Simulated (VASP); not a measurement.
# P (Imma) in VASP: a series of runs, part 2 of 3

VASP 6.6.1. The steps go on from the part before.

## Step 3: Single point, PBEsol (strain -0.030 along x and y, +0.030 along z)

INCAR reads:

```
PREC = Accurate
ENCUT = 520
EDIFF = 1E-7
ISMEAR = 0
SIGMA = 0.15
LREAL = False
LASPH = True
NELM = 60
ALGO = Normal
ISIF = 2
LWAVE = False
LCHARG = False
GGA = PS
NBANDS = 12
```

KPOINTS reads:

```
Automatic mesh
0
Gamma
  18 18 18
```

POSCAR reads:

```
P
1.0
   -1.6407647418      2.4397100862      1.9147124599
    1.6407647418     -2.4397100862      1.9147124599
    1.6407647418      2.4397100862     -1.9147124599
P
2
Direct
    0.8033091100      0.0533091100      0.7500000000
    0.1966908900      0.9466908900      0.2500000000
```

Potentials or basis: VASP PAW PBE potentials, release 64 (P).

On the command line:

```console
cat potpaw_PBE.64/P/POTCAR > POTCAR
mpirun -np 1 vasp_std > vasp.out
```

OUTCAR:

```text
PREC = Accurate
   ENCUT = 520
   EDIFF = 1E-7
   ISMEAR = 0
   LREAL = False
   LASPH = True
   NELM = 60
   ISIF = 2
   GGA = PS

 ion  position               nearest neighbor table
   1  0.803  0.053  0.750-   2 2.23   2 2.23   2 2.47   2 2.47   2 2.84   2 2.84
   2  0.197  0.947  0.250-   1 2.23   1 2.23   1 2.47   1 2.47   1 2.84   1 2.84

  LATTYP: Found a body centered orthorhombic cell.
 ALAT       =     3.2815294836
 B/A-ratio  =     1.1669634355
 C/A-ratio  =     1.4869347348

  Lattice vectors:

 A1 = (   1.6407647418,  -2.4397100862,  -1.9147124599)
 A2 = (  -1.6407647418,  -2.4397100862,   1.9147124599)
 A3 = (  -1.6407647418,   2.4397100862,  -1.9147124599)

Analysis of symmetry for initial positions (statically):
=====================================================================
 Subroutine PRICEL returns:
 Original cell was already a primitive cell.

 Routine SETGRP: Setting up the symmetry group for a
 body centered orthorhombic supercell.

 Subroutine GETGRP returns: Found  8 space group operations
 (whereof  4 operations were pure point group operations)
 out of a pool of  8 trial point group operations.

The static configuration has the point symmetry C_2h.
 The point group associated with its full space group is D_2h.

Analysis of symmetry for dynamics (positions and initial velocities):
=====================================================================
 Subroutine PRICEL returns:
 Original cell was already a primitive cell.

 Routine SETGRP: Setting up the symmetry group for a
 body centered orthorhombic supercell.

 Subroutine GETGRP returns: Found  8 space group operations
 (whereof  4 operations were pure point group operations)
 out of a pool of  8 trial point group operations.

The dynamic configuration has the point symmetry C_2h.
 The point group associated with its full space group is D_2h.

 Subroutine INISYM returns: Found  8 space group operations
 (whereof  4 operations are pure point group operations),
 and found     1 'primitive' translations

----------------------------------------------------------------------------------------

                                     Primitive cell

  volume of cell :      30.6583

  direct lattice vectors                    reciprocal lattice vectors
    -1.640764742  2.439710086  1.914712460     0.000000000  0.204942383  0.261135816
     1.640764742 -2.439710086  1.914712460     0.304735949  0.000000000  0.261135816
     1.640764742  2.439710086 -1.914712460     0.304735949  0.204942383  0.000000000

  length of vectors
     3.508620533  3.508620533  3.508620533     0.331953754  0.401317720  0.367240220

  position of ions in fractional coordinates (direct lattice)
     0.803309110  0.053309110  0.750000000
     0.196690890  0.946690890  0.250000000

  ion indices of the primitive-cell ions
   primitive index   ion index
                 1           1
                 2           2

----------------------------------------------------------------------------------------

 KPOINTS: Automatic mesh

[... 46 lines left out ...]
 -0.333333  0.055556  0.000000      8.000000
 -0.277778  0.055556  0.000000      8.000000
 [... further k-points ...]
   k-points           NKPTS =    865   k-points in BZ     NKDIM =    865   number of bands    NBANDS=     12
   number of dos      NEDOS =    301   number of ions     NIONS =      2
   total plane-waves  NPLWV =  21952
   dimension x,y,z NGX =    28 NGY =   28 NGZ =   28
   dimension x,y,z NGXF=    56 NGYF=   56 NGZF=   56
   ions per type =               2
   NGX,Y,Z   is equivalent  to a cutoff of  13.27, 13.27, 13.27 a.u.
   NGXF,Y,Z  is equivalent  to a cutoff of  26.53, 26.53, 26.53 a.u.
 SYSTEM =  unknown system
   PREC   = accura    normal or accurate (medium, high low for compatibility)
   ISTART =      0    job   : 0-new  1-cont  2-samecut
   ICHARG =      2    charge: 1-file 2-atom 10-const
   ISPIN  =      1    spin polarized calculation?
   LNONCOLLINEAR =      F non collinear calculations
   LSORBIT =      F    spin-orbit coupling
   LASPH  =      T    aspherical Exc in radial PAW
   ENCUT  =  520.0 eV  38.22 Ry    6.18 a.u.   6.52  6.52  6.52*2*pi/ulx,y,z
   NELM   =     60;   NELMIN=  2; NELMDL= -5     # of ELM steps
   EDIFF  = 0.1E-06   stopping-criterion for ELM
   LREAL  =      F    real-space projection
   EDIFFG = 0.1E-05   stopping-criterion for IOM
   NSW    =      0    number of steps for IOM
   IBRION =     -1    ionic relax: 0-MD 1-quasi-New 2-CG
   NFREE  =      0    steps in history (QN), initial steepest desc. (CG)
   ISIF   =      2    stress and relaxation
   ISYM   =      2    0-nonsym 1-usesym 2-fastsym
   POTIM  = 0.5000    time-step for ionic-motion
   TEBEG  =    0.0;   TEEND  =   0.0 temperature during run
   PSTRESS=    0.0 pullay stress
   NELECT =      10.0000    total number of electrons
   NUPDOWN=      -1.0000    fix difference up-down
   EMIN   =  10.00;   EMAX   =-10.00  energy-range for DOS
   EFERMI =   0.00;   METHOD = LEGACY
   ISMEAR =     0;   SIGMA  =   0.15  broadening in eV -4-tet -1-fermi 0-gaus
   EFERMI_NEDOS =   21; number of points for ismear=-14 and -15
   IALGO  =     38    algorithm
   IMIX   =      4    mixing-type and parameters
     AMIX     =   0.40;   BMIX     =  1.00
     AMIX_MAG =   1.60;   BMIX_MAG =  1.00
  volume/ion in A,a.u.               =      15.33       103.45
  Fermi-wavevector in a.u.,A,eV,Ry     =   1.126918  2.129565 17.278625  1.269943
  Thomas-Fermi vector in A             =   2.263601
   LORBIT       =      0    0 simple, 1 ext, 2 COOP (PROOUT), +10 PAW based schemes
   GGA     = PS    functional components
   LHFCALC =     F    Hartree Fock is set to
   AEXX    =    0.0000 exact exchange contribution
   IVDW    =     0    specifies the selected vdW correction
   LEPSILON=     F    determine dielectric tensor
   LRPA    =     F    only Hartree local field effects (RPA)
 non-spin polarized calculation
 Gauss-broadening in eV      SIGMA  =   0.15
  energy-cutoff  :      520.00
  volume of cell :       30.66
 maximum number of plane-waves:       845
 NGX is ok and might be reduce to    28
   NGX = 13   NGY = 13   NGZ = 13

 number of electron      10.0000001 magnetization

 Free energy of the ion-electron system (eV)
  ---------------------------------------------------
  ext. energy  EPLUGINS =         0.00000000
  ---------------------------------------------------
  free energy    TOTEN  =       -11.51037354 eV

  energy without entropy =      -11.50600002  energy(sigma->0) =      -11.50818678

 E-fermi :   9.3442     XC(G=0): -11.1016

 val. band max:        9.3196527375   @ k =  -0.2778   0.2778   0.1111
 cond. band min:       9.3474006433   @ k =  -0.3889   0.5000   0.0556
 fundamental gap:      0.0277479058
 Fermi energy:         9.3441918362

 k-point     1 :       0.0000    0.0000    0.0000
  band No.  band energies     occupation
      1      -7.3688      2.00000
      2       5.9897      2.00000
      3       6.3459      2.00000
      4       6.6706      2.00000
      5       7.1185      2.00000
      6      10.6104      0.00000
      7      12.1711      0.00000
      8      13.2197      0.00000
      9      14.8532      0.00000
     10      16.2750      0.00000
     11      16.4342      0.00000
     12      16.5093      0.00000
[... 331 lines left out ...]
 k-point    24 :      -0.2778    0.0556    0.0000
  band No.  band energies     occupation
      1      -6.5037      2.00000
      2       1.3412      2.00000
      3       6.1534      2.00000
      4       7.0051      2.00000
      5       8.5804      2.00000
      6      10.9682      0.00000
      7      11.3171      0.00000
      8      12.1279      0.00000
      9      15.1585      0.00000
     10      15.6605      0.00000
     11      17.1765      0.00000
     12      19.8166      0.00000

 [... further k-points ...]

------------------------ aborting loop because EDIFF is reached ----------------------------------------

  FORCE on cell =-STRESS in cart. coord.  units (eV):
  Direction    XX          YY          ZZ          XY          YZ          ZX
  --------------------------------------------------------------------------------------
  -------------------------------------------------------------------------------------
  Total        0.9415036      1.2335879     -0.3922583      0.0000000      0.0000000      0.0000000
  in kB       49.2021932     64.4662789    -20.4990941      0.0000000      0.0000000      0.0000000
  external PRESSURE =      31.0564594 kB  Pullay stress =       0.0000000 kB

 VOLUME and BASIS-vectors are now :
 -----------------------------------------------------------------------------
  energy-cutoff  :      520.00
  volume of cell :       30.66
      direct lattice vectors                 reciprocal lattice vectors
    -1.640764742  2.439710086  1.914712460     0.000000000  0.204942383  0.261135816
     1.640764742 -2.439710086  1.914712460     0.304735949  0.000000000  0.261135816
     1.640764742  2.439710086 -1.914712460     0.304735949  0.204942383  0.000000000

 POSITION                                       TOTAL-FORCE (eV/Angst)
 -----------------------------------------------------------------------------------
      0.00000      3.65957      0.20414         0.000000      0.000000     -0.350665
      1.64076     -1.21986      1.71057        -0.000000     -0.000000      0.350665
 -----------------------------------------------------------------------------------
    total drift:                                0.000000     -0.000000     -0.000000

  FREE ENERGIE OF THE ION-ELECTRON SYSTEM (eV)
  ---------------------------------------------------
  free  energy   TOTEN  =       -11.5103735381 eV

  energy  without entropy=      -11.5060000206  energy(sigma->0) =      -11.50818678
```

OSZICAR:

```text
N       E                     dE             d eps       ncg     rms          rms(c)
DAV:   1     0.172012719705E+02    0.17201E+02   -0.44682E+03 20764   0.720E+02
DAV:   2    -0.105380636342E+02   -0.27739E+02   -0.26513E+02 27276   0.111E+02
DAV:   3    -0.115644932883E+02   -0.10264E+01   -0.10165E+01 26932   0.197E+01
DAV:   4    -0.115709776750E+02   -0.64844E-02   -0.64812E-02 24652   0.185E+00
DAV:   5    -0.115710255341E+02   -0.47859E-04   -0.47859E-04 27276   0.153E-01    0.728E+00
DAV:   6    -0.115296007543E+02    0.41425E-01   -0.17471E-02 24784   0.723E-01    0.430E+00
DAV:   7    -0.115105168085E+02    0.19084E-01   -0.27791E-02 25268   0.967E-01    0.131E-01
DAV:   8    -0.115103539379E+02    0.16287E-03   -0.34173E-03 23684   0.383E-01    0.949E-02
DAV:   9    -0.115103672405E+02   -0.13303E-04   -0.11485E-04 26372   0.733E-02    0.646E-02
DAV:  10    -0.115103728646E+02   -0.56241E-05   -0.78564E-06 24932   0.174E-02    0.222E-02
DAV:  11    -0.115103734287E+02   -0.56404E-06   -0.19353E-06 25412   0.940E-03    0.405E-03
DAV:  12    -0.115103735497E+02   -0.12102E-06   -0.12292E-07 16692   0.211E-03    0.149E-03
DAV:  13    -0.115103735381E+02    0.11599E-07   -0.24983E-08 13324   0.111E-03
   1 F= -.11510374E+02 E0= -.11508187E+02  d E =-.437352E-02
```

stdout:

```text
POSCAR found type information on POSCAR P
 POSCAR found :  1 types and       2 ions
 scaLAPACK will be used
 -----------------------------------------------------------------------------
|                                                                             |
|                                                                             |
|     You enforced a specific xc type in the INCAR file but a different       |
|     I HOPE YOU KNOW WHAT YOU ARE DOING!                                     |
|                                                                             |
 -----------------------------------------------------------------------------

 LDA part: xc-table for (Slater+PW92), standard interpolation
 POSCAR, INCAR and KPOINTS ok, starting setup
 FFT: planning ... GRIDC
 FFT: planning ... GRID_SOFT
 FFT: planning ... GRID
 WAVECAR not read
 entering main loop
```

Wall time 4.5 min (1 thread of Intel Xeon Platinum 8375C at 2.90GHz (Ice Lake), shared host); peak memory 0.35 GiB.

What came out:

| Property | Result |
| --- | --- |
| Free energy | -11.5104 eV |
| Pressure | 3.1 GPa |
| Largest force | 0.351 eV/Å |
| Band gap on the k mesh | zero (bands 5 and 6 overlap by 0.98 eV) |

Forces in eV/Å, atoms in the order of the input:
```
P    0.000  0.000 -0.351
P    0.000  0.000  0.351
```

Stress tensor (GPa, compression positive):
```
 4.92  0.00  0.00
 0.00  6.45  0.00
 0.00  0.00 -2.05
```

Caveat: the cell differs from its parent crystal (strain -0.030 along x and y, +0.030 along z); the cell stands under pressure; the PAW data sets were made with another functional, which shifts forces and pressure a little.

(Continued in part 3 of 3.)
